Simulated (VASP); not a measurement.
# Ge (P-3m1) in VASP: single point with PBE

Aim: the single point of Ge with PBE.

All numbers are computed with VASP 6.6.1; they aren't measurements. Logs are shortened: lines on timing, memory, paths and dates and some standing lists are left out, and cuts for length are marked.

### 1 The cell of the first run

The structure is trigonal, space group P-3m1 (No. 164). Conventional cell: a = 4.074 Å, b = 4.074 Å, c = 10.978 Å, α = 90.00°, β = 90.00°, γ = 120.00°. Within 3.3 Å of Ge (site symmetry 3m) lie 4 Ge at 2.49 Å. Ge (site symmetry 3m) has 4 Ge at 2.49 Å within 3.3 Å. Within 3.3 Å of Ge (site symmetry 3m) lie 3 Ge at 2.49 Å.

### 2 Single point, PBE (the distance across one plane changed)

Contents of INCAR:

```
PREC = Accurate ; ENCUT = 520
EDIFF = 1E-6 ; ISMEAR = 0
SIGMA = 0.15 ; LREAL = False
LASPH = True ; NELM = 80
ALGO = Fast ; ISIF = 2
LWAVE = False ; LCHARG = False
GGA = PE ; NBANDS = 51
```

Contents of KPOINTS:

```
regular mesh
0
Gamma
  17 17 6
```

Contents of POSCAR:

```
Ge
1.0
    2.8805347709     -2.8805347709      0.0000000000
    2.8805347709      0.0000000000     -2.8805347709
    6.3384198111      6.3384198111      6.3384198111
Ge
6
Direct
    0.6666666667      0.6666666667      0.4922973537
    1.0000000000      0.0000000000      0.1893264917
    0.3333333333      0.3333333333      0.7952682157
    0.6666666667      0.6666666667      0.7195255002
    1.0000000000      1.0000000000      0.4165546382
    0.3333333333      0.3333333333      0.1135837762
```

Potentials or basis: VASP PAW PBE potentials, release 64 (Ge_d).

On the command line:

```console
cat potpaw_PBE.64/Ge_d/POTCAR > POTCAR
mpirun -np 1 vasp_std > vasp.out
```

OUTCAR:

```text
PREC = Accurate
   ENCUT = 520
   EDIFF = 1E-6
   ISMEAR = 0
   LREAL = False
   LASPH = True
   NELM = 80
   ISIF = 2
   GGA = PE

 ion  position               nearest neighbor table
   1  0.667  0.667  0.492-   5 2.49   4 2.49   5 2.49   5 2.49
   2  0.000  0.000  0.189-   6 2.49   5 2.49   6 2.49   6 2.49
   3  0.333  0.333  0.795-   4 2.49   4 2.49   4 2.49
   4  0.667  0.667  0.720-   3 2.49   3 2.49   1 2.49   3 2.49
   5  0.000  0.000  0.417-   1 2.49   2 2.49   1 2.49   1 2.49
   6  0.333  0.333  0.114-   2 2.49   2 2.49   2 2.49

  LATTYP: Found a hexagonal cell.
 ALAT       =     4.0736913399
 C/A-ratio  =     2.6949673494

  Lattice vectors:

 A1 = (  -2.8805347709,   0.0000000000,   2.8805347709)
 A2 = (   2.8805347709,  -2.8805347709,   0.0000000000)
 A3 = (   6.3384198111,   6.3384198111,   6.3384198111)

Analysis of symmetry for initial positions (statically):
=====================================================================
 Subroutine PRICEL returns:
 Original cell was already a primitive cell.

 Routine SETGRP: Setting up the symmetry group for a
 hexagonal supercell.

 Subroutine GETGRP returns: Found 12 space group operations
 (whereof  6 operations were pure point group operations)
 out of a pool of 24 trial point group operations.

The static configuration has the point symmetry C_3v.
 The point group associated with its full space group is D_3d.

Analysis of symmetry for dynamics (positions and initial velocities):
=====================================================================
 Subroutine PRICEL returns:
 Original cell was already a primitive cell.

 Routine SETGRP: Setting up the symmetry group for a
 hexagonal supercell.

 Subroutine GETGRP returns: Found 12 space group operations
 (whereof  6 operations were pure point group operations)
 out of a pool of 24 trial point group operations.

The dynamic configuration has the point symmetry C_3v.
 The point group associated with its full space group is D_3d.

 Subroutine INISYM returns: Found 12 space group operations
 (whereof  6 operations are pure point group operations),
 and found     1 'primitive' translations

----------------------------------------------------------------------------------------

                                     Primitive cell

  volume of cell :     157.7787

  direct lattice vectors                    reciprocal lattice vectors
     2.880534771 -2.880534771  0.000000000     0.115719253 -0.231438507  0.115719253
     2.880534771  0.000000000 -2.880534771     0.115719253  0.115719253 -0.231438507
     6.338419811  6.338419811  6.338419811     0.052589343  0.052589343  0.052589343

  length of vectors
     4.073691340  4.073691340 10.978465153     0.283453124  0.283453124  0.091087414

  position of ions in fractional coordinates (direct lattice)
     0.666666667  0.666666667  0.492297354
     0.000000000  0.000000000  0.189326492
     0.333333333  0.333333333  0.795268216
     0.666666667  0.666666667  0.719525500
     0.000000000  0.000000000  0.416554638
     0.333333333  0.333333333  0.113583776

  ion indices of the primitive-cell ions
   primitive index   ion index
                 1           1
                 2           2
                 3           3
                 4           4
                 5           5
                 6           6

----------------------------------------------------------------------------------------

 KPOINTS: regular mesh

Automatic generation of k-mesh.
 Grid dimensions read from file:
 generate k-points for:   17   17    6

 Generating k-lattice:

  Cartesian coordinates                     Fractional coordinates (reciprocal lattice)
     0.006807015 -0.013614030  0.006807015     0.058823529  0.000000000  0.000000000
     0.006807015  0.006807015 -0.013614030     0.000000000  0.058823529  0.000000000
     0.008764890  0.008764890  0.008764890     0.000000000  0.000000000  0.166666667

  Length of vectors
     0.016673713  0.016673713  0.015181236

  Shift w.r.t. Gamma in fractional coordinates (k-lattice)
     0.000000000  0.000000000  0.000000000

 Subroutine IBZKPT returns following result:
 ===========================================

 Found    180 irreducible k-points:

 Following reciprocal coordinates:
            Coordinates               Weight
  0.000000  0.000000  0.000000      1.000000
  0.058824  0.000000  0.000000      6.000000
  0.117647  0.000000  0.000000      6.000000
  0.176471  0.000000  0.000000      6.000000
  0.235294  0.000000  0.000000      6.000000
  0.294118  0.000000  0.000000      6.000000
[... 16 lines left out ...]
 -0.470588  0.117647 -0.000000     12.000000
  0.352941  0.176471 -0.000000      6.000000
 [... further k-points ...]
   k-points           NKPTS =    180   k-points in BZ     NKDIM =    180   number of bands    NBANDS=     51
   number of dos      NEDOS =    301   number of ions     NIONS =      6
   total plane-waves  NPLWV =  75600
   dimension x,y,z NGX =    30 NGY =   30 NGZ =   84
   dimension x,y,z NGXF=    60 NGYF=   60 NGZF=  168
   ions per type =               6
   NGX,Y,Z   is equivalent  to a cutoff of  12.24, 12.24, 12.72 a.u.
   NGXF,Y,Z  is equivalent  to a cutoff of  24.49, 24.49, 25.44 a.u.
 SYSTEM =  unknown system
   PREC   = accura    normal or accurate (medium, high low for compatibility)
   ISTART =      0    job   : 0-new  1-cont  2-samecut
   ICHARG =      2    charge: 1-file 2-atom 10-const
   ISPIN  =      1    spin polarized calculation?
   LNONCOLLINEAR =      F non collinear calculations
   LSORBIT =      F    spin-orbit coupling
   LASPH  =      T    aspherical Exc in radial PAW
   ENCUT  =  520.0 eV  38.22 Ry    6.18 a.u.   7.57  7.57 20.41*2*pi/ulx,y,z
   NELM   =     80;   NELMIN=  2; NELMDL= -5     # of ELM steps
   EDIFF  = 0.1E-05   stopping-criterion for ELM
   LREAL  =      F    real-space projection
   EDIFFG = 0.1E-04   stopping-criterion for IOM
   NSW    =      0    number of steps for IOM
   IBRION =     -1    ionic relax: 0-MD 1-quasi-New 2-CG
   NFREE  =      0    steps in history (QN), initial steepest desc. (CG)
   ISIF   =      2    stress and relaxation
   ISYM   =      2    0-nonsym 1-usesym 2-fastsym
   POTIM  = 0.5000    time-step for ionic-motion
   TEBEG  =    0.0;   TEEND  =   0.0 temperature during run
   PSTRESS=    0.0 pullay stress
   NELECT =      84.0000    total number of electrons
   NUPDOWN=      -1.0000    fix difference up-down
   EMIN   =  10.00;   EMAX   =-10.00  energy-range for DOS
   EFERMI =   0.00;   METHOD = LEGACY
   ISMEAR =     0;   SIGMA  =   0.15  broadening in eV -4-tet -1-fermi 0-gaus
   EFERMI_NEDOS =   21; number of points for ismear=-14 and -15
   IALGO  =     68    algorithm
   IMIX   =      4    mixing-type and parameters
     AMIX     =   0.40;   BMIX     =  1.00
     AMIX_MAG =   1.60;   BMIX_MAG =  1.00
  volume/ion in A,a.u.               =      26.30       177.46
  Fermi-wavevector in a.u.,A,eV,Ry     =   1.326840  2.507363 23.953102  1.760503
  Thomas-Fermi vector in A             =   2.456197
   LORBIT       =      0    0 simple, 1 ext, 2 COOP (PROOUT), +10 PAW based schemes
   GGA     = PE    functional components
   LHFCALC =     F    Hartree Fock is set to
   AEXX    =    0.0000 exact exchange contribution
   IVDW    =     0    specifies the selected vdW correction
   LEPSILON=     F    determine dielectric tensor
   LRPA    =     F    only Hartree local field effects (RPA)
 non-spin polarized calculation
 RMM-DIIS sequential band-by-band and
 Gauss-broadening in eV      SIGMA  =   0.15
  energy-cutoff  :      520.00
  volume of cell :      157.78
 maximum number of plane-waves:      4283
   NGX = 15   NGY = 15   NGZ = 41

 number of electron      83.9999936 magnetization

 Free energy of the ion-electron system (eV)
  ---------------------------------------------------
  ext. energy  EPLUGINS =         0.00000000
  ---------------------------------------------------
  free energy    TOTEN  =       -26.10204468 eV

  energy without entropy =      -26.09363630  energy(sigma->0) =      -26.09784049

 E-fermi :   3.4403     XC(G=0):  -9.1873

 val. band max:        3.4363140238   @ k =   0.2941   0.0000   0.3333
 cond. band min:       3.4624609314   @ k =   0.4706   0.0588   0.5000
 fundamental gap:      0.0261469076
 Fermi energy:         3.4402604957

 k-point     1 :       0.0000    0.0000    0.0000
  band No.  band energies     occupation
      1     -21.1855      2.00000
      2     -21.1855      2.00000
      3     -21.1485      2.00000
      4     -21.1374      2.00000
      5     -21.1308      2.00000
      6     -21.1308      2.00000
[... 43 lines left out ...]
     50       7.3442      0.00000
     51       7.3745      0.00000

 k-point     2 :       0.0588    0.0000    0.0000
  band No.  band energies     occupation
      1     -21.1869      2.00000
      2     -21.1863      2.00000
      3     -21.1502      2.00000
      4     -21.1362      2.00000
      5     -21.1293      2.00000
      6     -21.1286      2.00000
[... 43 lines left out ...]
     50       7.3821      0.00000
     51       7.5169      0.00000

 k-point     3 :       0.1176    0.0000    0.0000
  band No.  band energies     occupation
      1     -21.1903      2.00000
      2     -21.1883      2.00000
      3     -21.1541      2.00000
      4     -21.1344      2.00000
      5     -21.1254      2.00000
      6     -21.1222      2.00000
[... 43 lines left out ...]
     50       7.5011      0.00000
     51       8.0488      0.00000
[... 1027 lines left out ...]
 k-point    23 :      -0.4706    0.1176   -0.0000
  band No.  band energies     occupation
      1     -21.2031      2.00000
      2     -21.1906      2.00000
      3     -21.1828      2.00000
      4     -21.1113      2.00000
      5     -21.1091      2.00000
      6     -21.1070      2.00000
[... 43 lines left out ...]
     50       8.7561      0.00000
     51       9.4838      0.00000

 k-point    24 :       0.3529    0.1765   -0.0000
  band No.  band energies     occupation
      1     -21.2004      2.00000
      2     -21.1949      2.00000
      3     -21.1698      2.00000
      4     -21.1249      2.00000
      5     -21.1055      2.00000
      6     -21.1053      2.00000
[... 43 lines left out ...]
     50       7.9485      0.00000
     51       8.3108      0.00000

 [... further k-points ...]
[... 5 lines left out ...]
  --------------------------------------------------------------------------------------
  -------------------------------------------------------------------------------------
  Total       -0.9924101     -0.9924101     -0.9924101     -1.0201256     -1.0201256     -1.0201256
  in kB      -10.0775109    -10.0775109    -10.0775109    -10.3589502    -10.3589502    -10.3589502
  external PRESSURE =     -10.0775109 kB  Pullay stress =       0.0000000 kB

 VOLUME and BASIS-vectors are now :
 -----------------------------------------------------------------------------
  energy-cutoff  :      520.00
  volume of cell :      157.78
      direct lattice vectors                 reciprocal lattice vectors
     2.880534771 -2.880534771  0.000000000     0.115719253 -0.231438507  0.115719253
     2.880534771  0.000000000 -2.880534771     0.115719253  0.115719253 -0.231438507
     6.338419811  6.338419811  6.338419811     0.052589343  0.052589343  0.052589343

 POSITION                                       TOTAL-FORCE (eV/Angst)
 -----------------------------------------------------------------------------------
      6.96110      1.20003      1.20003        -0.073740     -0.073740     -0.073740
      1.20003      1.20003      1.20003        -0.200955     -0.200955     -0.200955
      6.96110      4.08057      4.08057         0.480037      0.480037      0.480037
      8.40137      2.64030      2.64030         0.200955      0.200955      0.200955
      2.64030      2.64030      2.64030         0.073740      0.073740      0.073740
      2.64030     -0.24024     -0.24024        -0.480037     -0.480037     -0.480037
 -----------------------------------------------------------------------------------
    total drift:                               -0.000093     -0.000094     -0.000094

  FREE ENERGIE OF THE ION-ELECTRON SYSTEM (eV)
  ---------------------------------------------------
  free  energy   TOTEN  =       -26.1020446845 eV

  energy  without entropy=      -26.0936363037  energy(sigma->0) =      -26.09784049
```

Run time: 41 min. Hardware: 1 thread of Oxide Virtual Turin-like, shared host; peak memory 0.92 GiB.

Results:

```
Free energy            : -26.1020 eV
Pressure               : -1.0 GPa
Largest force          : 0.831 eV/Å
Band gap on the k mesh : zero (bands 42 and 43 overlap by 0.61 eV)
```

Forces in eV/Å, atoms in the order of the input:
```
Ge  -0.074 -0.074 -0.074
Ge  -0.201 -0.201 -0.201
Ge   0.480  0.480  0.480
Ge   0.201  0.201  0.201
Ge   0.074  0.074  0.074
Ge  -0.480 -0.480 -0.480
```

Caveat: the cell differs from its parent crystal (the distance across one plane changed); semilocal functionals underestimate gaps, so a narrow gap can read as zero.
